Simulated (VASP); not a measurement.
# Nb (Im-3m) in VASP: settings compared

Aim: see how the results for Nb move with the level of theory and the settings. Levels: LDA+U, PBE+D3(BJ), PBEsol+D3(BJ), PBE. Tasks: single point.

Program: VASP 6.6.1. These are calculated values, not measurements. Logs are shortened: lines on timing, memory, paths and dates and some standing lists are left out, and cuts for length are marked.

## 1. The cell of the first run

The structure is cubic, space group Im-3m (No. 229). Conventional cell: a = 3.393 Å, b = 3.393 Å, c = 3.393 Å, α = 90.00°, β = 90.00°, γ = 90.00°. Within 3.9 Å of Nb (site symmetry m-3m) lie 14 Nb at 2.94 to 3.39 Å.

## 2. Single point, LDA+U (volume scaled by 1.06)

The input, INCAR:

```
PREC     = Accurate       # precision mode
ENCUT    = 500            # plane-wave cutoff, eV
EDIFF    = 1E-6           # SCF threshold, eV
ISMEAR   = 1              # smearing method
SIGMA    = 0.01           # smearing width, eV
LREAL    = False          # projectors in reciprocal space
LASPH    = True           # aspherical terms in the spheres
NELM     = 200            # most SCF steps
ALGO     = Normal         # electronic algorithm
ISIF     = 2              # what is computed and relaxed
LWAVE    = False          # write WAVECAR
LCHARG   = False          # write CHGCAR
LMAXMIX  = 4              # l up to which the mixer works
LDAU     = True           # DFT+U
LDAUTYPE = 2            
LDAUL    = 2              # shell
LDAUU    = 4              # U, eV
LDAUJ    = 0            
LDAUPRINT= 1            
GGA      = CA             # functional
NBANDS   = 12             # bands
GGA_COMPAT= False
```

The input, KPOINTS:

```
regular mesh
0
Gamma
  11 11 11
```

The input, POSCAR:

```
Nb
1.0
   -1.6965847559      1.6965847559      1.6965847559
    1.6965847559     -1.6965847559      1.6965847559
    1.6965847559      1.6965847559     -1.6965847559
Nb
1
Direct
    0.0000000000      0.0000000000      0.0000000000
```

Potentials or basis: VASP PAW LDA potentials, release 64 (Nb_sv).

Run with:

```
> cat potpaw_LDA.64/Nb_sv/POTCAR > POTCAR
> mpirun -np 1 vasp_std > vasp.out
```

OUTCAR:

```text
PREC = Accurate
   ENCUT = 500
   EDIFF = 1E-6
   ISMEAR = 1
   LREAL = False
   LASPH = True
   NELM = 200
   ISIF = 2
   GGA = CA

 ion  position               nearest neighbor table
   1  0.000  0.000  0.000-

  LATTYP: Found a body centered cubic cell.
 ALAT       =     3.3931695118

  Lattice vectors:

 A1 = (  -1.6965847559,   1.6965847559,   1.6965847559)
 A2 = (   1.6965847559,  -1.6965847559,   1.6965847559)
 A3 = (   1.6965847559,   1.6965847559,  -1.6965847559)

Analysis of symmetry for initial positions (statically):
=====================================================================
 Subroutine PRICEL returns:
 Original cell was already a primitive cell.

 Routine SETGRP: Setting up the symmetry group for a
 body centered cubic supercell.

 Subroutine GETGRP returns: Found 48 space group operations
 (whereof 48 operations were pure point group operations)
 out of a pool of 48 trial point group operations.

The static configuration has the point symmetry O_h .

Analysis of symmetry for dynamics (positions and initial velocities):
=====================================================================
 Subroutine PRICEL returns:
 Original cell was already a primitive cell.

 Routine SETGRP: Setting up the symmetry group for a
 body centered cubic supercell.

 Subroutine GETGRP returns: Found 48 space group operations
 (whereof 48 operations were pure point group operations)
 out of a pool of 48 trial point group operations.

The dynamic configuration has the point symmetry O_h .

 Subroutine INISYM returns: Found 48 space group operations
 (whereof 48 operations are pure point group operations),
 and found     1 'primitive' translations

----------------------------------------------------------------------------------------

                                     Primitive cell

  volume of cell :      19.5338

  direct lattice vectors                    reciprocal lattice vectors
    -1.696584756  1.696584756  1.696584756     0.000000000  0.294709709  0.294709709
     1.696584756 -1.696584756  1.696584756     0.294709709  0.000000000  0.294709709
     1.696584756  1.696584756 -1.696584756     0.294709709  0.294709709  0.000000000

  length of vectors
     2.938570997  2.938570997  2.938570997     0.416782468  0.416782468  0.416782468

  position of ions in fractional coordinates (direct lattice)
     0.000000000  0.000000000  0.000000000

  ion indices of the primitive-cell ions
   primitive index   ion index
                 1           1

----------------------------------------------------------------------------------------

 KPOINTS: regular mesh

Automatic generation of k-mesh.
 Grid dimensions read from file:
 generate k-points for:   11   11   11

 Generating k-lattice:

  Cartesian coordinates                     Fractional coordinates (reciprocal lattice)
     0.000000000  0.026791792  0.026791792     0.090909091  0.000000000  0.000000000
     0.026791792  0.000000000  0.026791792     0.000000000  0.090909091  0.000000000
     0.026791792  0.026791792  0.000000000     0.000000000  0.000000000  0.090909091

  Length of vectors
     0.037889315  0.037889315  0.037889315

  Shift w.r.t. Gamma in fractional coordinates (k-lattice)
     0.000000000  0.000000000  0.000000000

 Subroutine IBZKPT returns following result:
 ===========================================

 Found     56 irreducible k-points:

 Following reciprocal coordinates:
            Coordinates               Weight
  0.000000  0.000000  0.000000      1.000000
  0.090909  0.000000  0.000000     12.000000
  0.181818  0.000000  0.000000     12.000000
  0.272727  0.000000  0.000000     12.000000
  0.363636  0.000000  0.000000     12.000000
  0.454545  0.000000  0.000000     12.000000
[... 16 lines left out ...]
  0.272727  0.181818  0.090909     48.000000
  0.363636  0.181818  0.090909     24.000000
 [... further k-points ...]
   k-points           NKPTS =     56   k-points in BZ     NKDIM =     56   number of bands    NBANDS=     12
   number of dos      NEDOS =    301   number of ions     NIONS =      1
   total plane-waves  NPLWV =  13824
   dimension x,y,z NGX =    24 NGY =   24 NGZ =   24
   dimension x,y,z NGXF=    48 NGYF=   48 NGZF=   48
   ions per type =               1
   NGX,Y,Z   is equivalent  to a cutoff of  13.58, 13.58, 13.58 a.u.
   NGXF,Y,Z  is equivalent  to a cutoff of  27.16, 27.16, 27.16 a.u.
 SYSTEM =  unknown system
   PREC   = accura    normal or accurate (medium, high low for compatibility)
   ISTART =      0    job   : 0-new  1-cont  2-samecut
   ICHARG =      2    charge: 1-file 2-atom 10-const
   ISPIN  =      1    spin polarized calculation?
   LNONCOLLINEAR =      F non collinear calculations
   LSORBIT =      F    spin-orbit coupling
   LASPH  =      T    aspherical Exc in radial PAW
   ENCUT  =  500.0 eV  36.75 Ry    6.06 a.u.   5.36  5.36  5.36*2*pi/ulx,y,z
   NELM   =    200;   NELMIN=  2; NELMDL= -5     # of ELM steps
   EDIFF  = 0.1E-05   stopping-criterion for ELM
   LREAL  =      F    real-space projection
   EDIFFG = 0.1E-04   stopping-criterion for IOM
   NSW    =      0    number of steps for IOM
   IBRION =     -1    ionic relax: 0-MD 1-quasi-New 2-CG
   NFREE  =      0    steps in history (QN), initial steepest desc. (CG)
   ISIF   =      2    stress and relaxation
   ISYM   =      2    0-nonsym 1-usesym 2-fastsym
   POTIM  = 0.5000    time-step for ionic-motion
   TEBEG  =    0.0;   TEEND  =   0.0 temperature during run
   PSTRESS=    0.0 pullay stress
   NELECT =      13.0000    total number of electrons
   NUPDOWN=      -1.0000    fix difference up-down
   EMIN   =  10.00;   EMAX   =-10.00  energy-range for DOS
   EFERMI =   0.00;   METHOD = LEGACY
   ISMEAR =     1;   SIGMA  =   0.01  broadening in eV -4-tet -1-fermi 0-gaus
   EFERMI_NEDOS =   21; number of points for ismear=-14 and -15
   IALGO  =     38    algorithm
   IMIX   =      4    mixing-type and parameters
     AMIX     =   0.40;   BMIX     =  1.00
     AMIX_MAG =   1.60;   BMIX_MAG =  1.00
  volume/ion in A,a.u.               =      19.53       131.82
  Fermi-wavevector in a.u.,A,eV,Ry     =   1.429312  2.701008 27.795790  2.042933
  Thomas-Fermi vector in A             =   2.549279
   LORBIT       =      0    0 simple, 1 ext, 2 COOP (PROOUT), +10 PAW based schemes
 LDA+U is selected, type is set to LDAUTYPE =  2
   angular momentum for each species LDAUL =     2
   U (eV)           for each species LDAUU =   4.0
   J (eV)           for each species LDAUJ =   0.0
   GGA     = CA    functional components
   LHFCALC =     F    Hartree Fock is set to
   AEXX    =    0.0000 exact exchange contribution
   IVDW    =     0    specifies the selected vdW correction
   LEPSILON=     F    determine dielectric tensor
   LRPA    =     F    only Hartree local field effects (RPA)
 non-spin polarized calculation
 Methfessel and Paxton  Order N= 1 SIGMA  =   0.01
  energy-cutoff  :      500.00
  volume of cell :       19.53
 maximum number of plane-waves:       531
 NGX is ok and might be reduce to    24
   NGX = 11   NGY = 11   NGZ = 11

atom =   1  type =  1  l = 2

 onsite density matrix

spin component  1

  0.2421 -0.0000 -0.0000 -0.0000  0.0000
 -0.0000  0.2421 -0.0000 -0.0000  0.0000
 -0.0000 -0.0000  0.1696 -0.0000 -0.0000
 -0.0000 -0.0000 -0.0000  0.2421 -0.0000
  0.0000  0.0000 -0.0000 -0.0000  0.1696

spin component  2

  0.2421 -0.0000 -0.0000 -0.0000  0.0000
 -0.0000  0.2421 -0.0000 -0.0000  0.0000
 -0.0000 -0.0000  0.1696 -0.0000 -0.0000
 -0.0000 -0.0000 -0.0000  0.2421 -0.0000
  0.0000  0.0000 -0.0000 -0.0000  0.1696

 occupancies and eigenvectors

  o =  0.1696  v =  0.0000  0.0000 -0.1138 -0.0000 -0.9935  0.0000  0.0000  0.0000  0.0000  0.0000      0.0000  0.0000  0.0000  0.0000  0.0000  0.0000  0.0000  0.0000  0.0000  0.0000
  o =  0.1696  v =  0.0000  0.0000  0.0000  0.0000  0.0000  0.0000  0.0000 -0.1138 -0.0000 -0.9935      0.0000  0.0000  0.0000  0.0000  0.0000  0.0000  0.0000  0.0000  0.0000  0.0000
  o =  0.1696  v =  0.0000 -0.0000 -0.9935  0.0000  0.1138  0.0000  0.0000  0.0000  0.0000  0.0000      0.0000  0.0000  0.0000  0.0000  0.0000  0.0000  0.0000  0.0000  0.0000  0.0000
  o =  0.1696  v =  0.0000  0.0000  0.0000  0.0000  0.0000  0.0000 -0.0000 -0.9935  0.0000  0.1138      0.0000  0.0000  0.0000  0.0000  0.0000  0.0000  0.0000  0.0000  0.0000  0.0000
  o =  0.2421  v =  0.0000  0.0000  0.0000  0.0000  0.0000  1.0000  0.0000  0.0000  0.0000  0.0000      0.0000  0.0000  0.0000  0.0000  0.0000  0.0000  0.0000  0.0000  0.0000  0.0000
  o =  0.2421  v =  1.0000  0.0000  0.0000  0.0000  0.0000  0.0000  0.0000  0.0000  0.0000  0.0000      0.0000  0.0000  0.0000  0.0000  0.0000  0.0000  0.0000  0.0000  0.0000  0.0000
  o =  0.2421  v =  0.0000  0.0000  0.0000  0.0000  0.0000  0.0000  0.0851  0.0000  0.9964 -0.0000      0.0000  0.0000  0.0000  0.0000  0.0000  0.0000  0.0000  0.0000  0.0000  0.0000
  o =  0.2421  v =  0.0000  0.0851  0.0000  0.9964 -0.0000  0.0000  0.0000  0.0000  0.0000  0.0000      0.0000  0.0000  0.0000  0.0000  0.0000  0.0000  0.0000  0.0000  0.0000  0.0000
  o =  0.2421  v =  0.0000 -0.9964  0.0000  0.0851 -0.0000  0.0000  0.0000  0.0000  0.0000  0.0000      0.0000  0.0000  0.0000  0.0000  0.0000  0.0000  0.0000  0.0000  0.0000  0.0000
  o =  0.2421  v =  0.0000  0.0000  0.0000  0.0000  0.0000  0.0000 -0.9964  0.0000  0.0851 -0.0000      0.0000  0.0000  0.0000  0.0000  0.0000  0.0000  0.0000  0.0000  0.0000  0.0000

 number of electron      13.0000001 magnetization

 Free energy of the ion-electron system (eV)
  ---------------------------------------------------
  ext. energy  EPLUGINS =         0.00000000
  ---------------------------------------------------
  free energy    TOTEN  =        -7.57923797 eV

  energy without entropy =       -7.57925754  energy(sigma->0) =       -7.57924449

 E-fermi :  10.3107     XC(G=0): -12.3446

 val. band max:       10.3051711893   @ k =  -0.3636   0.3636   0.0909
 cond. band min:      10.3623351596   @ k =   0.3636   0.1818   0.0909
 fundamental gap:      0.0571639703
 Fermi energy:        10.3106512224

 k-point     1 :       0.0000    0.0000    0.0000
  band No.  band energies     occupation
      1     -44.6219      2.00000
      2     -20.2011      2.00000
      3     -20.2011      2.00000
      4     -20.2011      2.00000
      5       4.0842      2.00000
      6      10.8532      0.00000
      7      10.8532      0.00000
      8      10.8532      0.00000
      9      13.7452      0.00000
     10      13.7452      0.00000
     11      23.9061      0.00000
     12      23.9061      0.00000

 k-point     2 :       0.0909    0.0000    0.0000
  band No.  band energies     occupation
      1     -44.6080      2.00000
      2     -20.2893      2.00000
      3     -20.2285      2.00000
      4     -20.2015      2.00000
      5       4.3933      2.00000
      6      10.6647      0.00000
      7      10.7939      0.00000
      8      11.1463      0.00000
      9      13.4715      0.00000
     10      13.7469      0.00000
     11      24.1507      0.00000
     12      24.4526      0.00000

 k-point     3 :       0.1818    0.0000    0.0000
  band No.  band energies     occupation
      1     -44.5706      2.00000
      2     -20.5214      2.00000
      3     -20.3015      2.00000
      4     -20.2029      2.00000
      5       5.2257      2.00000
      6      10.2037      2.00000
      7      10.5227      0.00000
      8      11.9958      0.00000
      9      13.1532      0.00000
     10      13.7853      0.00000
     11      24.4219      0.00000
     12      25.6035      0.00000
[... 286 lines left out ...]
 k-point    23 :       0.2727    0.1818    0.0909
  band No.  band energies     occupation
      1     -44.4454      2.00000
      2     -21.0603      2.00000
      3     -20.6055      2.00000
      4     -20.3647      2.00000
      5       8.0980      2.00000
      6       9.0057      2.00000
      7       9.8567      2.00000
      8      13.9348      0.00000
      9      14.4001      0.00000
     10      17.8061      0.00000
     11      20.4297      0.00000
     12      22.6609      0.00000

 k-point    24 :       0.3636    0.1818    0.0909
  band No.  band energies     occupation
      1     -44.4354      2.00000
      2     -21.0635      2.00000
      3     -20.6751      2.00000
      4     -20.3718      2.00000
      5       8.0690      2.00000
      6       8.9481      2.00000
      7      10.3623     -0.00000
      8      14.0389      0.00000
      9      14.4621      0.00000
     10      18.6284      0.00000
     11      19.3937      0.00000
     12      22.1071      0.00000

 [... further k-points ...]

------------------------ aborting loop because EDIFF is reached ----------------------------------------

  FORCE on cell =-STRESS in cart. coord.  units (eV):
  Direction    XX          YY          ZZ          XY          YZ          ZX
  --------------------------------------------------------------------------------------
  -------------------------------------------------------------------------------------
  Total       -1.3126227     -1.3126227     -1.3126227      0.0000000     -0.0000000      0.0000000
  in kB     -107.6623379   -107.6623379   -107.6623379      0.0000000     -0.0000000      0.0000000
  external PRESSURE =    -107.6623379 kB  Pullay stress =       0.0000000 kB

 VOLUME and BASIS-vectors are now :
 -----------------------------------------------------------------------------
  energy-cutoff  :      500.00
  volume of cell :       19.53
      direct lattice vectors                 reciprocal lattice vectors
    -1.696584756  1.696584756  1.696584756     0.000000000  0.294709709  0.294709709
     1.696584756 -1.696584756  1.696584756     0.294709709  0.000000000  0.294709709
     1.696584756  1.696584756 -1.696584756     0.294709709  0.294709709  0.000000000

 POSITION                                       TOTAL-FORCE (eV/Angst)
 -----------------------------------------------------------------------------------
      0.00000      0.00000      0.00000         0.000000      0.000000      0.000000
 -----------------------------------------------------------------------------------
    total drift:                                0.000000      0.000000     -0.000000

  FREE ENERGIE OF THE ION-ELECTRON SYSTEM (eV)
  ---------------------------------------------------
  free  energy   TOTEN  =        -7.5792379714 eV

  energy  without entropy=       -7.5792575383  energy(sigma->0) =       -7.57924449
```

Run time: 4.3 s. Hardware: 1 thread of Intel Xeon 6975P-C (Granite Rapids), shared host; peak memory 0.13 GiB.

Results:

```yaml
Free_energy: -7.5792 eV
Pressure: -10.8 GPa
```

Levels at points of the mesh, in eV from the Fermi level:
```
           k point  band 3  band 4  band 5  band 6  band 7  band 8  band 9  band 10
(0.00, 0.00, 0.00)  -30.51  -30.51   -6.23    0.54    0.54    0.54    3.43     3.43
```

Eigenvalues of the final occupation matrices:
```
    site  spin  trace               eigenvalues
site 1 d     1   1.07  0.17 0.17 0.24 0.24 0.24
site 1 d     2   1.07  0.17 0.17 0.24 0.24 0.24
```

Caveat: the cell differs from its parent crystal (volume scaled by 1.06); U without spin polarisation on a metal has little footing; the U is typed as a test and isn't derived for this compound.

## 3. Single point, PBE+D3(BJ)

This run uses another cell than the first one, of 17.50 Å³/atom, 0.896 times its volume.

The input, INCAR:

```
SYSTEM = Nb
PREC     = Accurate       ! precision mode
ENCUT    = 500            ! plane-wave cutoff, eV
EDIFF    = 1E-6           ! SCF threshold, eV
ISMEAR   = -1             ! smearing method
SIGMA    = 0.05           ! smearing width, eV
LREAL    = .False.        ! projectors in reciprocal space
LASPH    = .True.         ! aspherical terms in the spheres
NELM     = 120            ! most SCF steps
ALGO     = Normal         ! electronic algorithm
ISIF     = 2              ! what is computed and relaxed
LWAVE    = .False.        ! write WAVECAR
LCHARG   = .True.         ! write CHGCAR
GGA      = PE             ! functional
IVDW     = 12             ! dispersion correction
LELF     = .True.         ! ELF
LVHAR    = .True.       
NBANDS   = 12             ! bands
GGA_COMPAT= .False.
```

The input, KPOINTS:

```
regular mesh
0
Gamma
  11 11 11
  0 0 0
```

The input, POSCAR:

```
Nb
1.0
   -1.6355164688      1.6355164688      1.6355164688
    1.6355164688     -1.6355164688      1.6355164688
    1.6355164688      1.6355164688     -1.6355164688
Nb
1
Direct
    0.0000000000      0.0000000000      0.0000000000
```

Potentials or basis: VASP PAW PBE potentials, release 64 (Nb_sv).

Run with:

```
> cat potpaw_PBE.64/Nb_sv/POTCAR > POTCAR
> mpirun -np 1 vasp_std > vasp.out
```

It took 18 s on 1 thread of Intel Xeon 8259CL, shared host; peak memory 0.15 GiB.

Results (log left out):

| Quantity | Value |
| --- | --- |
| Free energy | -10.9588 eV |
| Pressure | -0.4 GPa |
| Dispersion energy per atom | -0.758 eV |

Levels at points of the mesh, in eV from the Fermi level:
```csv
k point,band 4,band 5,band 6,band 7,band 8,band 9
"(0.00, 0.00, 0.00)",-29.53,-5.95,0.40,0.40,0.40,3.40
```

Caveat: pairwise dispersion overbinds metals, which lowers pressure and volume.

[end of part 1 of 2]
